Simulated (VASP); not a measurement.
# Mg6HO6 in VASP: single point with PBE+D3(BJ)

Aim: the single point of Mg6HO6 with PBE+D3(BJ).

All numbers are computed with VASP 6.6.1; they aren't measurements. Logs are shortened: lines on timing, memory, paths and dates and some standing lists are left out, and cuts for length are marked.

## 1. The cell of the first run

The cell holds a slab with vacuum, 26 atoms: a = 5.951 Å, b = 5.951 Å, c = 24.073 Å, α = 90.00°, β = 90.00°, γ = 120.00°.

## 2. Single point, PBE+D3(BJ)

INCAR reads:

```
SYSTEM = Mg6HO6
ALGO = Normal
DIPOL = 0.5 0.5 0.480
EDIFF = 1E-6
ENCUT = 520
GGA = PE
IDIPOL = 3
ISIF = 2
ISMEAR = 0
IVDW = 12
LASPH = .True.
LCHARG = .True.
LDIPOL = .True.
LELF = .True.
LREAL = Auto
LVACPOTAV = .True.
LVHAR = .True.
LWAVE = .False.
NBANDS = 68
NELM = 80
PREC = Accurate
SIGMA = 0.05
```

KPOINTS reads:

```
k-points
0
Gamma
  3 3 1
  0 0 0
```

POSCAR reads:

```
Mg6HO6
1.0
    5.9506164706      0.0000000000      0.0000000000
   -2.9753082353      5.1533850317      0.0000000000
    0.0000000000      0.0000000000     24.0733225033
O Mg H
12 12 2
Direct
    0.1666666667      0.3333333333      0.3323180670
    0.1666666667      0.8333333333      0.3323180670
    0.6666666667      0.3333333333      0.3323180670
    0.6666666667      0.8333333333      0.3323180670
    0.5000000000      0.5000000000      0.4332318067
    0.5000000000      0.0000000000      0.4332318067
    0.0000000000      0.5000000000      0.4332318067
    0.0000000000      0.0000000000      0.4332318067
    0.8333578050      0.6666790786      0.5360672120
    0.8334037500      0.1666842404      0.5360815067
    0.3333963741      0.6666735436      0.5360331938
    0.3333847523      0.1667147943      0.5360564605
    0.3333333333      0.1666666667      0.3827749368
    0.3333333333      0.6666666667      0.3827749368
    0.8333333333      0.1666666667      0.3827749368
    0.8333333333      0.6666666667      0.3827749368
    0.6666748518      0.3333472089      0.4796763294
    0.6666905452      0.8333346575      0.4796934926
    0.1666991837      0.3333362019      0.4796951596
    0.1666859108      0.8333536816      0.4796857244
    0.0000225947      0.5000482034      0.5831599036
    0.0001086368     -0.0000125618      0.5832149324
    0.5000607124      0.5000151722      0.5831953417
    0.5000214646      0.0000546936      0.5831591077
    0.2180447224      0.7018603014      0.7351418261
    0.2056648558      0.6183815961      0.7596841361
```

Potentials or basis: VASP PAW PBE potentials, release 64 (O, Mg, H).

On the command line:

```sh
> cat potpaw_PBE.64/O/POTCAR potpaw_PBE.64/Mg/POTCAR potpaw_PBE.64/H/POTCAR > POTCAR
> mpirun -np 1 vasp_std > vasp.out
```

OUTCAR:

```text
SYSTEM = Mg6HO6
   EDIFF = 1E-6
   ENCUT = 520
   GGA = PE
   ISIF = 2
   ISMEAR = 0
   IVDW = 12
   LASPH = .True.
   LREAL = Auto
   NELM = 80
   PREC = Accurate
 IVDW          = 12

 ion  position               nearest neighbor table
   1  0.167  0.333  0.332-  13 2.10  14 2.10  15 2.10
   2  0.167  0.833  0.332-  14 2.10  13 2.10  16 2.10
   3  0.667  0.333  0.332-  15 2.10  16 2.10  13 2.10
   4  0.667  0.833  0.332-  16 2.10  15 2.10  14 2.10
   5  0.500  0.500  0.433-  17 2.05  19 2.05  18 2.05  13 2.10  16 2.10  14 2.10
   6  0.500  0.000  0.433-  20 2.05  17 2.05  18 2.05  14 2.10  15 2.10  13 2.10
   7  0.000  0.500  0.433-  17 2.05  20 2.05  19 2.05  15 2.10  14 2.10  16 2.10
   8  0.000  0.000  0.433-  20 2.05  18 2.05  19 2.05  16 2.10  13 2.10  15 2.10
   9  0.833  0.667  0.536-  21 2.06  23 2.06  22 2.06  18 2.19  20 2.19  17 2.19
  10  0.833  0.167  0.536-  21 2.06  24 2.06  22 2.06  19 2.19  18 2.19  17 2.19
  11  0.333  0.667  0.536-  21 2.06  24 2.06  23 2.06  18 2.19  19 2.19  20 2.19
  12  0.333  0.167  0.536-  24 2.06  23 2.06  22 2.06  19 2.19  17 2.19  20 2.19
  13  0.333  0.167  0.383-   1 2.10   2 2.10   3 2.10   5 2.10   8 2.10   6 2.10  17 2.90  20 2.90
                            19 2.90  16 2.98  14 2.98  14 2.98  16 2.98  15 2.98  15 2.98
  14  0.333  0.667  0.383-   2 2.10   1 2.10   4 2.10   6 2.10   7 2.10   5 2.10  20 2.90  19 2.90
                            18 2.90  15 2.98  13 2.98  13 2.98  15 2.98  16 2.98  16 2.98
  15  0.833  0.167  0.383-   3 2.10   4 2.10   1 2.10   7 2.10   6 2.10   8 2.10  17 2.90  18 2.90
[... 4 lines left out ...]
                            13 2.90  19 2.98  18 2.98  20 2.98  20 2.98  18 2.98  19 2.98  24 3.03
  18  0.667  0.833  0.480-   8 2.05   5 2.05   6 2.05  11 2.19   9 2.19  10 2.19  16 2.90  15 2.90
                            14 2.90  17 2.98  20 2.98  19 2.98  19 2.98  20 2.98  17 2.98  24 3.03
  19  0.167  0.333  0.480-   5 2.05   8 2.05   7 2.05  11 2.19  12 2.19  10 2.19  13 2.90  14 2.90
                            15 2.90  17 2.98  20 2.98  18 2.98  18 2.98  20 2.98  17 2.98  21 3.03
  20  0.167  0.833  0.480-   6 2.05   8 2.05   7 2.05  11 2.19  12 2.19   9 2.19  13 2.90  14 2.90
                            16 2.90  19 2.98  18 2.98  17 2.98  17 2.98  18 2.98  19 2.98  21 3.03
  21  0.000  0.500  0.583-   9 2.06  10 2.06  11 2.06  22 2.97  23 2.97  24 2.98  24 2.98  23 2.98
                            22 2.98  20 3.03  19 3.03  17 3.03
  22  0.000  1.000  0.583-   9 2.06  12 2.06  10 2.06  24 2.97  21 2.97  23 2.98  23 2.98  21 2.98
                            24 2.98  20 3.03  19 3.03  18 3.03
  23  0.500  0.500  0.583-   9 2.06  12 2.06  11 2.06  24 2.97  21 2.97  22 2.98  22 2.98  21 2.98
                            24 2.98  18 3.03  19 3.03  17 3.03
  24  0.500  0.000  0.583-  12 2.06  10 2.06  11 2.06  22 2.97  23 2.97  21 2.98  21 2.98  23 2.98
                            22 2.98  20 3.03  18 3.03  17 3.03
  25  0.218  0.702  0.735-  26 0.75
  26  0.206  0.618  0.760-  25 0.75

  LATTYP: Found a hexagonal cell.
 ALAT       =     5.9506164706
 C/A-ratio  =     4.0455174052

  Lattice vectors:

 A1 = (   5.9506164706,   0.0000000000,   0.0000000000)
 A2 = (  -2.9753082353,   5.1533850317,   0.0000000000)
 A3 = (   0.0000000000,   0.0000000000,  24.0733225033)

Analysis of symmetry for initial positions (statically):
=====================================================================
 Subroutine PRICEL returns:
 Original cell was already a primitive cell.

 Routine SETGRP: Setting up the symmetry group for a
 hexagonal supercell.

 Subroutine GETGRP returns: Found  1 space group operations
 (whereof  1 operations were pure point group operations)
 out of a pool of 24 trial point group operations.

The static configuration has the point symmetry C_1 .

Analysis of symmetry for dynamics (positions and initial velocities):
=====================================================================
 Subroutine PRICEL returns:
 Original cell was already a primitive cell.

 Routine SETGRP: Setting up the symmetry group for a
 hexagonal supercell.

 Subroutine GETGRP returns: Found  1 space group operations
 (whereof  1 operations were pure point group operations)
 out of a pool of 24 trial point group operations.

The dynamic configuration has the point symmetry C_1 .

 Subroutine INISYM returns: Found  1 space group operations
 (whereof  1 operations are pure point group operations),
 and found     1 'primitive' translations

----------------------------------------------------------------------------------------

                                     Primitive cell

  volume of cell :     738.2281

  direct lattice vectors                    reciprocal lattice vectors
     5.950616471  0.000000000  0.000000000     0.168049816  0.097023606  0.000000000
    -2.975308235  5.153385032  0.000000000     0.000000000  0.194047212  0.000000000
     0.000000000  0.000000000 24.073322503     0.000000000  0.000000000  0.041539758
[... 80 lines left out ...]
     0.000000000  0.000000000  0.000000000

 Subroutine IBZKPT returns following result:
 ===========================================

 Found      5 irreducible k-points:

 Following reciprocal coordinates:
            Coordinates               Weight
  0.000000  0.000000  0.000000      1.000000
  0.333333  0.000000  0.000000      2.000000
  0.000000  0.333333  0.000000      2.000000
 -0.333333  0.333333  0.000000      2.000000
  0.333333  0.333333  0.000000      2.000000
   k-points           NKPTS =      5   k-points in BZ     NKDIM =      5   number of bands    NBANDS=     68
   number of dos      NEDOS =    301   number of ions     NIONS =     26
   total plane-waves  NPLWV = 414720
   dimension x,y,z NGX =    48 NGY =   48 NGZ =  180
   dimension x,y,z NGXF=    96 NGYF=   96 NGZF=  360
   ions per type =              12  12   2
   NGX,Y,Z   is equivalent  to a cutoff of  13.41, 13.41, 12.43 a.u.
   NGXF,Y,Z  is equivalent  to a cutoff of  26.82, 26.82, 24.86 a.u.
 SYSTEM =  Mg6HO6
   PREC   = accura    normal or accurate (medium, high low for compatibility)
   ISTART =      0    job   : 0-new  1-cont  2-samecut
   ICHARG =      2    charge: 1-file 2-atom 10-const
   ISPIN  =      1    spin polarized calculation?
   LNONCOLLINEAR =      F non collinear calculations
   LSORBIT =      F    spin-orbit coupling
   LASPH  =      T    aspherical Exc in radial PAW
   ENCUT  =  520.0 eV  38.22 Ry    6.18 a.u.  11.06 11.06 44.76*2*pi/ulx,y,z
   NELM   =     80;   NELMIN=  2; NELMDL= -5     # of ELM steps
   EDIFF  = 0.1E-05   stopping-criterion for ELM
   LREAL  =      T    real-space projection
   EDIFFG = 0.1E-04   stopping-criterion for IOM
   NSW    =      0    number of steps for IOM
   IBRION =     -1    ionic relax: 0-MD 1-quasi-New 2-CG
   NFREE  =      0    steps in history (QN), initial steepest desc. (CG)
   ISIF   =      2    stress and relaxation
   ISYM   =      2    0-nonsym 1-usesym 2-fastsym
   POTIM  = 0.5000    time-step for ionic-motion
   TEBEG  =    0.0;   TEEND  =   0.0 temperature during run
   PSTRESS=    0.0 pullay stress
   NELECT =      98.0000    total number of electrons
   NUPDOWN=      -1.0000    fix difference up-down
   EMIN   =  10.00;   EMAX   =-10.00  energy-range for DOS
   EFERMI =   0.00;   METHOD = LEGACY
   ISMEAR =     0;   SIGMA  =   0.05  broadening in eV -4-tet -1-fermi 0-gaus
   EFERMI_NEDOS =   21; number of points for ismear=-14 and -15
   IALGO  =     38    algorithm
   IMIX   =      4    mixing-type and parameters
     AMIX     =   0.40;   BMIX     =  1.00
     AMIX_MAG =   1.60;   BMIX_MAG =  1.00
  volume/ion in A,a.u.               =      28.39       191.61
  Fermi-wavevector in a.u.,A,eV,Ry     =   0.835129  1.578164  9.489243  0.697440
  Thomas-Fermi vector in A             =   1.948635
   LORBIT       =      0    0 simple, 1 ext, 2 COOP (PROOUT), +10 PAW based schemes
   GGA     = PE    functional components
   LHFCALC =     F    Hartree Fock is set to
   AEXX    =    0.0000 exact exchange contribution
   IVDW    =    12    specifies the selected vdW correction
   LEPSILON=     F    determine dielectric tensor
   LRPA    =     F    only Hartree local field effects (RPA)
 non-spin polarized calculation
 Gauss-broadening in eV      SIGMA  =   0.05
  energy-cutoff  :      520.00
  volume of cell :      738.23
 maximum number of plane-waves:     19929
 NGX is ok and might be reduce to    48
   NGX = 23   NGY = 23   NGZ = 89

 dipolmoment           0.000000      0.000000      0.213900 electrons x Angstroem

 number of electron      98.0000011 magnetization

 dipolmoment           0.000000      0.000000     -0.933277 electrons x Angstroem

 Free energy of the ion-electron system (eV)
  ---------------------------------------------------
  ext. energy  EPLUGINS =         0.00000000
  ---------------------------------------------------
  free energy    TOTEN  =      -127.92228267 eV

  energy without entropy =     -127.88795591  energy(sigma->0) =     -127.90511929

 E-fermi :  -3.2800     XC(G=0):  -4.4626

 val. band max:       -3.3153722950   @ k =   0.3333   0.3333   0.0000
 cond. band min:      -3.2647055114   @ k =   0.0000   0.3333   0.0000
 fundamental gap:      0.0506667837
 Fermi energy:        -3.2799518726

 k-point     1 :       0.0000    0.0000    0.0000
  band No.  band energies     occupation
      1     -23.1976      2.00000
      2     -22.3093      2.00000
      3     -22.3092      2.00000
      4     -22.3087      2.00000
      5     -22.0909      2.00000
      6     -21.3440      2.00000
[... 309 lines left out ...]
     60       2.5483      0.00000
     61       2.7093      0.00000
 [bands above 61 left out]

------------------------ aborting loop because EDIFF is reached ----------------------------------------

 Edisp (eV)   -5.03077

 E8    (eV) :    -2.0458

  FORCE on cell =-STRESS in cart. coord.  units (eV):
  Direction    XX          YY          ZZ          XY          YZ          ZX
  --------------------------------------------------------------------------------------
  -------------------------------------------------------------------------------------
  Total       2.39600     2.39882     0.02034    -0.00016     0.01046    -0.01226
  in kB       5.20005     5.20617     0.04414    -0.00034     0.02271    -0.02662
  external pressure =        3.48 kB  Pullay stress =        0.00 kB

 VOLUME and BASIS-vectors are now :
 -----------------------------------------------------------------------------
  energy-cutoff  :      520.00
  volume of cell :      738.23
      direct lattice vectors                 reciprocal lattice vectors
     5.950616471  0.000000000  0.000000000     0.168049816  0.097023606  0.000000000
    -2.975308235  5.153385032  0.000000000     0.000000000  0.194047212  0.000000000
     0.000000000  0.000000000 24.073322503     0.000000000  0.000000000  0.041539758

 POSITION                                       TOTAL-FORCE (eV/Angst)
 -----------------------------------------------------------------------------------
      0.00000      1.71780      8.00000        -0.000045     -0.000041      1.307766
     -1.48765      4.29449      8.00000         0.000041     -0.000044      1.307955
      2.97531      1.71780      8.00000         0.000085     -0.000062      1.308608
      1.48765      4.29449      8.00000        -0.000002      0.000030      1.307340
      1.48765      2.57669     10.42933         0.000796      0.000277      1.419211
      2.97531      0.00000     10.42933         0.001104      0.000693      1.420585
[... 18 lines left out ...]
     -0.79075      3.61696     17.69731         0.006835     -0.016408      0.002505
     -0.61604      3.18676     18.28812        -0.007092      0.016548     -0.008233
 -----------------------------------------------------------------------------------
    total drift:                               -0.000609      0.000617     -0.004805

  FREE ENERGIE OF THE ION-ELECTRON SYSTEM (eV)
  ---------------------------------------------------
  free  energy   TOTEN  =      -132.9530496728 eV

  energy  without entropy=     -132.9187229145  energy(sigma->0) =     -132.93588629

 vacuum level on the upper side and lower side of the slab         1.299         6.806
```

Run time: 12 min. Hardware: 1 thread of Intel Xeon 6975P-C (Granite Rapids), shared host; peak memory 0.89 GiB.

Results:

| Item | Value |
| --- | --- |
| Free energy | -132.9530 eV |
| Largest force | 2.727 eV/Å |
| Band gap on the k mesh | zero (bands 49 and 50 overlap by 0.49 eV) |
| Dispersion energy per atom | -0.193 eV |

Forces in eV/Å, atoms in the order of the input:
```
O    0.000  0.000  1.308
O    0.000  0.000  1.308
O    0.000  0.000  1.309
O    0.000  0.000  1.307
O    0.001  0.000  1.419
O    0.001  0.001  1.421
O    0.000  0.000  1.421
O    0.000  0.000  1.421
O    0.000  0.000 -0.034
O   -0.001  0.000 -0.034
O   -0.001  0.000 -0.028
O    0.000  0.000 -0.034
Mg   0.000  0.000 -2.727
Mg   0.000  0.000 -2.726
Mg   0.001  0.000 -2.727
Mg   0.000  0.000 -2.727
Mg   0.000  0.000  0.042
Mg   0.000  0.000  0.041
Mg   0.000  0.000  0.041
Mg   0.000  0.000  0.041
Mg   0.002  0.001 -0.008
Mg   0.000  0.000 -0.010
Mg  -0.001  0.001 -0.010
Mg   0.000 -0.003 -0.008
H    0.007 -0.016  0.003
H   -0.007  0.017 -0.008
```

Caveat: the k points lie up to 0.41 Å⁻¹ apart.

The gap in the log of VASP goes by the Fermi energy; the results here count the filled bands.